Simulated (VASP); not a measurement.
# AlCo (P4/mmm) in VASP: notebook

Runs on AlCo. Level: PBEsol. Tasks: single point.

Program: VASP 6.6.1. These are calculated values, not measurements. Logs are shortened: lines on timing, memory, paths and dates and some standing lists are left out, and cuts for length are marked.

## 1. The cell of the first run

The structure is tetragonal, space group P4/mmm (No. 123). Conventional cell: a = 2.904 Å, b = 2.904 Å, c = 2.735 Å, α = 90.00°, β = 90.00°, γ = 90.00°. Within 3.3 Å of Al (site symmetry 4/mmm) lie 8 Co at 2.47 Å and 6 Al at 2.73 to 2.90 Å. Within 3.3 Å of Co (site symmetry 4/mmm) lie 8 Al at 2.47 Å and 6 Co at 2.73 to 2.90 Å.

## 2. Single point, PBEsol (strain +0.030 along x and y, -0.030 along z)

INCAR

```
ALGO = Fast
EDIFF = 1E-6
ENCUT = 520
GGA = PS
ISIF = 2
ISMEAR = 0
LASPH = True
LCHARG = False
LREAL = False
LWAVE = False
NBANDS = 13
NELM = 100
PREC = Accurate
SIGMA = 0.15
```

KPOINTS

```
k-points
0
Gamma
  16 16 16
```

POSCAR

```
AlCo
1.0
    2.9039853063      0.0000000000      0.0000000000
    0.0000000000      2.9039853063      0.0000000000
    0.0000000000      0.0000000000      2.7348211137
Al Co
1 1
Direct
    0.0000000000      0.0000000000      0.0000000000
    0.5000000000      0.5000000000      0.5000000000
```

Potentials or basis: VASP PAW PBE potentials, release 64 (Al, Co).

Launch:

```
cat potpaw_PBE.64/Al/POTCAR potpaw_PBE.64/Co/POTCAR > POTCAR
mpirun -np 1 vasp_std > vasp.out
```

OUTCAR:

```text
EDIFF = 1E-6
   ENCUT = 520
   GGA = PS
   ISIF = 2
   ISMEAR = 0
   LASPH = True
   LREAL = False
   NELM = 100
   PREC = Accurate

 ion  position               nearest neighbor table
   1  0.000  0.000  0.000-   2 2.47   2 2.47   2 2.47   2 2.47   2 2.47   2 2.47   2 2.47   2 2.47

   2  0.500  0.500  0.500-   1 2.47   1 2.47   1 2.47   1 2.47   1 2.47   1 2.47   1 2.47   1 2.47

  LATTYP: Found a simple tetragonal cell.
 ALAT       =     2.9039853063
 C/A-ratio  =     0.9417475728

  Lattice vectors:

 A1 = (   2.9039853063,   0.0000000000,   0.0000000000)
 A2 = (   0.0000000000,   2.9039853063,   0.0000000000)
 A3 = (   0.0000000000,   0.0000000000,   2.7348211137)

Analysis of symmetry for initial positions (statically):
=====================================================================
 Subroutine PRICEL returns:
 Original cell was already a primitive cell.

 Routine SETGRP: Setting up the symmetry group for a
 simple tetragonal supercell.

 Subroutine GETGRP returns: Found 16 space group operations
 (whereof 16 operations were pure point group operations)
 out of a pool of 16 trial point group operations.

The static configuration has the point symmetry D_4h.

Analysis of symmetry for dynamics (positions and initial velocities):
=====================================================================
 Subroutine PRICEL returns:
 Original cell was already a primitive cell.

 Routine SETGRP: Setting up the symmetry group for a
 simple tetragonal supercell.

 Subroutine GETGRP returns: Found 16 space group operations
 (whereof 16 operations were pure point group operations)
 out of a pool of 16 trial point group operations.

The dynamic configuration has the point symmetry D_4h.

 Subroutine INISYM returns: Found 16 space group operations
 (whereof 16 operations are pure point group operations),
 and found     1 'primitive' translations

----------------------------------------------------------------------------------------

                                     Primitive cell

  volume of cell :      23.0631

  direct lattice vectors                    reciprocal lattice vectors
     2.903985306  0.000000000  0.000000000     0.344354359  0.000000000  0.000000000
     0.000000000  2.903985306  0.000000000     0.000000000  0.344354359  0.000000000
     0.000000000  0.000000000  2.734821114     0.000000000  0.000000000  0.365654629

  length of vectors
     2.903985306  2.903985306  2.734821114     0.344354359  0.344354359  0.365654629

  position of ions in fractional coordinates (direct lattice)
     0.000000000  0.000000000  0.000000000
     0.500000000  0.500000000  0.500000000

  ion indices of the primitive-cell ions
   primitive index   ion index
                 1           1
                 2           2

----------------------------------------------------------------------------------------

 KPOINTS: k-points

Automatic generation of k-mesh.
 Grid dimensions read from file:
 generate k-points for:   16   16   16

 Generating k-lattice:

  Cartesian coordinates                     Fractional coordinates (reciprocal lattice)
     0.021522147  0.000000000  0.000000000     0.062500000  0.000000000  0.000000000
     0.000000000  0.021522147  0.000000000     0.000000000  0.062500000  0.000000000
     0.000000000  0.000000000  0.022853414     0.000000000  0.000000000  0.062500000

  Length of vectors
     0.021522147  0.021522147  0.022853414

  Shift w.r.t. Gamma in fractional coordinates (k-lattice)
     0.000000000  0.000000000  0.000000000

 Subroutine IBZKPT returns following result:
 ===========================================

 Found    405 irreducible k-points:

 Following reciprocal coordinates:
            Coordinates               Weight
  0.000000  0.000000  0.000000      1.000000
  0.062500  0.000000  0.000000      4.000000
  0.125000  0.000000  0.000000      4.000000
  0.187500  0.000000  0.000000      4.000000
  0.250000  0.000000  0.000000      4.000000
  0.312500  0.000000  0.000000      4.000000
[... 16 lines left out ...]
  0.437500  0.125000  0.000000      8.000000
  0.500000  0.125000  0.000000      4.000000
 [... further k-points ...]
   k-points           NKPTS =    405   k-points in BZ     NKDIM =    405   number of bands    NBANDS=     13
   number of dos      NEDOS =    301   number of ions     NIONS =      2
   total plane-waves  NPLWV =  11520
   dimension x,y,z NGX =    24 NGY =   24 NGZ =   20
   dimension x,y,z NGXF=    48 NGYF=   48 NGZF=   40
   ions per type =               1   1
   NGX,Y,Z   is equivalent  to a cutoff of  13.74, 13.74, 12.16 a.u.
   NGXF,Y,Z  is equivalent  to a cutoff of  27.48, 27.48, 24.32 a.u.
 SYSTEM =  unknown system
   PREC   = accura    normal or accurate (medium, high low for compatibility)
   ISTART =      0    job   : 0-new  1-cont  2-samecut
   ICHARG =      2    charge: 1-file 2-atom 10-const
   ISPIN  =      1    spin polarized calculation?
   LNONCOLLINEAR =      F non collinear calculations
   LSORBIT =      F    spin-orbit coupling
   LASPH  =      T    aspherical Exc in radial PAW
   ENCUT  =  520.0 eV  38.22 Ry    6.18 a.u.   5.40  5.40  5.08*2*pi/ulx,y,z
   NELM   =    100;   NELMIN=  2; NELMDL= -5     # of ELM steps
   EDIFF  = 0.1E-05   stopping-criterion for ELM
   LREAL  =      F    real-space projection
   EDIFFG = 0.1E-04   stopping-criterion for IOM
   NSW    =      0    number of steps for IOM
   IBRION =     -1    ionic relax: 0-MD 1-quasi-New 2-CG
   NFREE  =      0    steps in history (QN), initial steepest desc. (CG)
   ISIF   =      2    stress and relaxation
   ISYM   =      2    0-nonsym 1-usesym 2-fastsym
   POTIM  = 0.5000    time-step for ionic-motion
   TEBEG  =    0.0;   TEEND  =   0.0 temperature during run
   PSTRESS=    0.0 pullay stress
   NELECT =      12.0000    total number of electrons
   NUPDOWN=      -1.0000    fix difference up-down
   EMIN   =  10.00;   EMAX   =-10.00  energy-range for DOS
   EFERMI =   0.00;   METHOD = LEGACY
   ISMEAR =     0;   SIGMA  =   0.15  broadening in eV -4-tet -1-fermi 0-gaus
   EFERMI_NEDOS =   21; number of points for ismear=-14 and -15
   IALGO  =     68    algorithm
   IMIX   =      4    mixing-type and parameters
     AMIX     =   0.40;   BMIX     =  1.00
     AMIX_MAG =   1.60;   BMIX_MAG =  1.00
  volume/ion in A,a.u.               =      11.53        77.82
  Fermi-wavevector in a.u.,A,eV,Ry     =   1.316728  2.488255 23.589400  1.733772
  Thomas-Fermi vector in A             =   2.446819
   LORBIT       =      0    0 simple, 1 ext, 2 COOP (PROOUT), +10 PAW based schemes
   GGA     = PS    functional components
   LHFCALC =     F    Hartree Fock is set to
   AEXX    =    0.0000 exact exchange contribution
   IVDW    =     0    specifies the selected vdW correction
   LEPSILON=     F    determine dielectric tensor
   LRPA    =     F    only Hartree local field effects (RPA)
 non-spin polarized calculation
 RMM-DIIS sequential band-by-band and
 Gauss-broadening in eV      SIGMA  =   0.15
  energy-cutoff  :      520.00
  volume of cell :       23.06
 maximum number of plane-waves:       634
 NGX is ok and might be reduce to    24
   NGX = 11   NGY = 11   NGZ = 11

 number of electron      12.0000009 magnetization

 Free energy of the ion-electron system (eV)
  ---------------------------------------------------
  ext. energy  EPLUGINS =         0.00000000
  ---------------------------------------------------
  free energy    TOTEN  =       -13.04500925 eV

  energy without entropy =      -13.03266537  energy(sigma->0) =      -13.03883731

 E-fermi :  10.4268     XC(G=0): -12.4015

 val. band max:       10.4180995700   @ k =   0.4375   0.3750   0.3750
 cond. band min:      10.4271101084   @ k =   0.4375   0.0000   0.4375
 fundamental gap:      0.0090105385
 Fermi energy:        10.4268251800

 k-point     1 :       0.0000    0.0000    0.0000
  band No.  band energies     occupation
      1      -0.6010      2.00000
      2       7.4473      2.00000
      3       7.5516      2.00000
      4       9.5257      2.00000
      5       9.7794      2.00000
      6       9.7794      2.00000
      7      15.7555      0.00000
      8      15.7555      0.00000
      9      18.0004      0.00000
     10      19.0419      0.00000
     11      19.3261      0.00000
     12      25.8614      0.00000
     13      31.2387      0.00000

 k-point     2 :       0.0625    0.0000    0.0000
  band No.  band energies     occupation
      1      -0.5296      2.00000
      2       7.4421      2.00000
      3       7.5626      2.00000
      4       9.4836      2.00000
      5       9.7493      2.00000
      6       9.7829      2.00000
      7      15.1140      0.00000
      8      15.8610      0.00000
      9      18.0932      0.00000
     10      19.1909      0.00000
     11      19.8092      0.00000
     12      26.0375      0.00000
     13      30.3291      0.00000

 k-point     3 :       0.1250    0.0000    0.0000
  band No.  band energies     occupation
      1      -0.3161      2.00000
      2       7.3978      2.00000
      3       7.6057      2.00000
      4       9.3687      2.00000
      5       9.6656      2.00000
      6       9.7930      2.00000
      7      13.8981      0.00000
      8      16.1667      0.00000
      9      18.3656      0.00000
     10      19.1752      0.00000
     11      20.9887      0.00000
     12      26.5995      0.00000
     13      28.8438      0.00000
[... 305 lines left out ...]
 k-point    23 :       0.4375    0.1250    0.0000
  band No.  band energies     occupation
      1       2.9286      2.00000
      2       4.8089      2.00000
      3       8.0720      2.00000
      4       8.5505      2.00000
      5       9.1330      2.00000
      6       9.7678      2.00000
      7      10.5380      0.29465
      8      17.0416      0.00000
      9      18.9131      0.00000
     10      22.0991      0.00000
     11      22.4063      0.00000
     12      24.2008      0.00000
     13      26.3850      0.00000

 k-point    24 :       0.5000    0.1250    0.0000
  band No.  band energies     occupation
      1       3.6376      2.00000
      2       4.0625      2.00000
      3       8.1079      2.00000
      4       8.5215      2.00000
      5       9.1101      2.00000
      6       9.7717      2.00000
      7      10.4781      0.62854
      8      17.4563      0.00000
      9      18.4835      0.00000
     10      22.3382      0.00000
     11      22.8913      0.00000
     12      23.3231      0.00000
     13      26.7440      0.00000

 [... further k-points ...]
[... 5 lines left out ...]
  --------------------------------------------------------------------------------------
  -------------------------------------------------------------------------------------
  Total       -1.2087855     -1.2087855      0.5255435      0.0000000      0.0000000      0.0000000
  in kB      -83.9734619    -83.9734619     36.5091329      0.0000000      0.0000000      0.0000000
  external PRESSURE =     -43.8125970 kB  Pullay stress =       0.0000000 kB

 VOLUME and BASIS-vectors are now :
 -----------------------------------------------------------------------------
  energy-cutoff  :      520.00
  volume of cell :       23.06
      direct lattice vectors                 reciprocal lattice vectors
     2.903985306  0.000000000  0.000000000     0.344354359  0.000000000  0.000000000
     0.000000000  2.903985306  0.000000000     0.000000000  0.344354359  0.000000000
     0.000000000  0.000000000  2.734821114     0.000000000  0.000000000  0.365654629

 POSITION                                       TOTAL-FORCE (eV/Angst)
 -----------------------------------------------------------------------------------
      0.00000      0.00000      0.00000         0.000000      0.000000      0.000000
      1.45199      1.45199      1.36741         0.000000      0.000000      0.000000
 -----------------------------------------------------------------------------------
    total drift:                                0.000000     -0.000000     -0.000000

  FREE ENERGIE OF THE ION-ELECTRON SYSTEM (eV)
  ---------------------------------------------------
  free  energy   TOTEN  =       -13.0450092519 eV

  energy  without entropy=      -13.0326653700  energy(sigma->0) =      -13.03883731
```

It took 1.9 min on 1 thread of Intel Xeon 8259CL, shared host; peak memory 0.24 GiB.

Results:

```
Free energy            : -13.0450 eV
Pressure               : -4.4 GPa
Band gap on the k mesh : zero (bands 6 and 7 overlap by 2.69 eV)
```

Caveat: the cell differs from its parent crystal (strain +0.030 along x and y, -0.030 along z); the cell stands under tension; the PAW data sets were made with another functional, which shifts forces and pressure a little; the run has no spin polarisation, though such a crystal can be magnetic. Spin polarisation is off, so any magnetic state and its effect on volume and gap are missing.

## 3. Single point, PBEsol (strain +0.015 along x and y, +0.000 along z)

INCAR

```
PREC     = Accurate       # precision mode
ENCUT    = 520            # plane-wave cutoff, eV
EDIFF    = 1E-6           # SCF threshold, eV
ISMEAR   = 0              # smearing method
SIGMA    = 0.15           # smearing width, eV
LREAL    = F              # projectors in reciprocal space
LASPH    = T              # aspherical terms in the spheres
NELM     = 80             # most SCF steps
ALGO     = Normal         # electronic algorithm
ISIF     = 2              # what is computed and relaxed
LWAVE    = F              # write WAVECAR
LCHARG   = F              # write CHGCAR
GGA      = PS             # functional
NBANDS   = 13             # bands
```

KPOINTS

```
regular mesh
0
Gamma
  16 16 16
```

POSCAR

```
AlCo
1.0
    2.8616942581      0.0000000000      0.0000000000
    0.0000000000      2.8616942581      0.0000000000
    0.0000000000      0.0000000000      2.8194032100
Al Co
1 1
Direct
    0.0000000000      0.0000000000      0.0000000000
    0.5000000000      0.5000000000      0.5000000000
```

Potentials or basis: VASP PAW PBE potentials, release 64 (Al, Co).

Launch:

```
cat potpaw_PBE.64/Al/POTCAR potpaw_PBE.64/Co/POTCAR > POTCAR
mpirun -np 1 vasp_std > vasp.out
```

Wall time 95 s (1 thread of Intel Xeon 8259CL, shared host); peak memory 0.25 GiB.

Results (log left out):

- Free energy: -13.0752 eV
- Pressure: -4.6 GPa
- Band gap on the k mesh: zero (bands 6 and 7 overlap by 2.64 eV)

Stress tensor (GPa, compression positive):
```
-5.48  0.00  0.00
 0.00 -5.48  0.00
 0.00  0.00 -2.94
```

Levels at points of the mesh, in eV from the Fermi level:
| k point | band 3 | band 4 | band 5 | band 6 | band 7 | band 8 | band 9 | band 10 |
| --- | --- | --- | --- | --- | --- | --- | --- | --- |
| (0.00, 0.00, 0.00) | -2.96 | -0.84 | -0.78 | -0.78 | 5.82 | 5.82 | 6.36 | 8.73 |
| (0.50, 0.00, 0.00) | -2.39 | -1.72 | -1.61 | -0.67 | 0.14 | 8.43 | 10.43 | 10.94 |
| (0.50, 0.50, 0.00) | -2.72 | -2.72 | -1.42 | -1.42 | -0.27 | 2.33 | 3.44 | 13.06 |
| (0.00, 0.00, 0.50) | -2.37 | -1.71 | -1.71 | -0.71 | 0.28 | 8.44 | 10.48 | 10.48 |
| (0.50, 0.00, 0.50) | -2.66 | -2.57 | -1.50 | -1.49 | -0.22 | 2.48 | 3.58 | 12.69 |
| (0.50, 0.50, 0.50) | -3.91 | -0.23 | -0.17 | 2.37 | 2.37 | 2.42 | 4.19 | 5.29 |

Caveat: the cell differs from its parent crystal (strain +0.015 along x and y, +0.000 along z); the cell stands under tension; the PAW data sets were made with another functional, which shifts forces and pressure a little; the run has no spin polarisation, though such a crystal can be magnetic.

## 4. Single point, PBEsol (strain +0.030 along x and y, -0.015 along z)

INCAR

```
PREC = Accurate
ENCUT = 520
EDIFF = 1E-6
ISMEAR = 0
SIGMA = 0.15
LREAL = False
LASPH = True
NELM = 60
ALGO = Normal
ISIF = 2
LWAVE = False
LCHARG = False
GGA = PS
NBANDS = 13
```

KPOINTS is that of step 3.

POSCAR

```
AlCo
1.0
    2.9039853063      0.0000000000      0.0000000000
    0.0000000000      2.9039853063      0.0000000000
    0.0000000000      0.0000000000      2.7771121618
Al Co
1 1
Direct
    0.0000000000      0.0000000000      0.0000000000
    0.5000000000      0.5000000000      0.5000000000
```

Launch:

```
cat potpaw_PBE.64/Al/POTCAR potpaw_PBE.64/Co/POTCAR > POTCAR
mpirun -np 1 vasp_std > vasp.out
```

Run time: 1.7 min. Hardware: 1 thread of Intel Xeon 8259CL, shared host; peak memory 0.25 GiB.

Results (log left out):

- Free energy: -13.0479 eV
- Pressure: -6.8 GPa
- Band gap on the k mesh: zero (bands 6 and 7 overlap by 2.67 eV)

Stress tensor (GPa, compression positive):
```
-9.50  0.00  0.00
 0.00 -9.50  0.00
 0.00  0.00 -1.32
```

Levels at points of the mesh, in eV from the Fermi level:
```tsv
k point	band 4	band 5	band 6	band 7	band 8	band 9
(0.00, 0.00, 0.00)	-0.86	-0.68	-0.68	5.42	5.42	7.07
(0.50, 0.00, 0.00)	-1.73	-1.40	-0.58	0.08	8.40	10.03
(0.50, 0.50, 0.00)	-2.79	-1.24	-1.24	-0.29	2.14	3.21
(0.00, 0.00, 0.50)	-1.70	-1.70	-0.72	0.48	8.47	10.17
(0.50, 0.00, 0.50)	-2.35	-1.50	-1.46	-0.16	2.58	3.62
(0.50, 0.50, 0.50)	-0.24	-0.07	2.38	2.38	2.53	4.10
```

Caveat: the cell differs from its parent crystal (strain +0.030 along x and y, -0.015 along z); the cell stands under tension; the PAW data sets were made with another functional, which shifts forces and pressure a little; the run has no spin polarisation, though such a crystal can be magnetic.

## 5. Single point, PBEsol (strain +0.030 along x and y, +0.000 along z)

INCAR

```
  PREC = Accurate
  ENCUT = 520
  EDIFF = 1E-6
  ISMEAR = 0
  SIGMA = 0.15
  LREAL = False
  LASPH = True
  NELM = 80
  ALGO = Normal
  ISIF = 2
  LWAVE = False
  LCHARG = False
  GGA = PS
  NBANDS = 13
```

KPOINTS is that of step 4.

POSCAR, as its differences from that of step 4:

```diff
@@ -4,3 +4,3 @@
     0.0000000000      2.9039853063      0.0000000000
-    0.0000000000      0.0000000000      2.7771121618
+    0.0000000000      0.0000000000      2.8194032100
 Al Co
```

Launch:

```
cat potpaw_PBE.64/Al/POTCAR potpaw_PBE.64/Co/POTCAR > POTCAR
mpirun -np 1 vasp_std > vasp.out
```

It took 1.7 min on 1 thread of Intel Xeon 8259CL, shared host; peak memory 0.25 GiB.

Results (log left out):

| Property | Result |
| --- | --- |
| Free energy | -13.0396 eV |
| Pressure | -9.3 GPa |
| Band gap on the k mesh | zero (bands 6 and 7 overlap by 2.64 eV) |

Stress tensor (GPa, compression positive):
```
-10.93   0.00   0.00
  0.00 -10.93   0.00
  0.00   0.00  -6.05
```

Levels at points of the mesh, in eV from the Fermi level:
| k point | band 4 | band 5 | band 6 | band 7 | band 8 | band 9 |
| --- | --- | --- | --- | --- | --- | --- |
| (0.00, 0.00, 0.00) | -0.82 | -0.71 | -0.71 | 5.52 | 5.52 | 6.58 |
| (0.50, 0.00, 0.00) | -1.67 | -1.46 | -0.61 | 0.10 | 8.39 | 10.11 |
| (0.50, 0.50, 0.00) | -2.71 | -1.28 | -1.28 | -0.27 | 2.17 | 3.20 |
| (0.00, 0.00, 0.50) | -1.65 | -1.65 | -0.69 | 0.36 | 8.43 | 10.21 |
| (0.50, 0.00, 0.50) | -2.42 | -1.45 | -1.43 | -0.18 | 2.46 | 3.47 |
| (0.50, 0.50, 0.50) | -0.23 | -0.12 | 2.37 | 2.37 | 2.47 | 3.94 |

Caveat: the cell differs from its parent crystal (strain +0.030 along x and y, +0.000 along z); the cell stands under tension; the PAW data sets were made with another functional, which shifts forces and pressure a little; the run has no spin polarisation, though such a crystal can be magnetic. Spin polarisation is off, so any magnetic state and its effect on volume and gap are missing.

## 6. Summary

| cell | gap on the mesh (eV) | pressure (GPa) |
| --- | --- | --- |
| a = 2.904, b = 2.904, c = 2.735 Å, 2 atoms | none | -4.4 |
| a = 2.862, b = 2.862, c = 2.819 Å, 2 atoms | none | -4.6 |
| a = 2.904, b = 2.904, c = 2.777 Å, 2 atoms | none | -6.8 |
| a = 2.904, b = 2.904, c = 2.819 Å, 2 atoms | none | -9.3 |

Alike in all rows: task single point; level PBEsol; potentials or basis VASP PAW PBE potentials, release 64 (Al, Co); no spin polarisation; k mesh 16 × 16 × 16; cutoff (eV) 520; smearing gaussian 0.15 eV.

Caveats: the cell stands under tension; the PAW data sets were made with another functional, which shifts forces and pressure a little; the run has no spin polarisation, though such a crystal can be magnetic.

Total energies depend on the potentials used, so only differences within one code and one set of settings carry meaning.
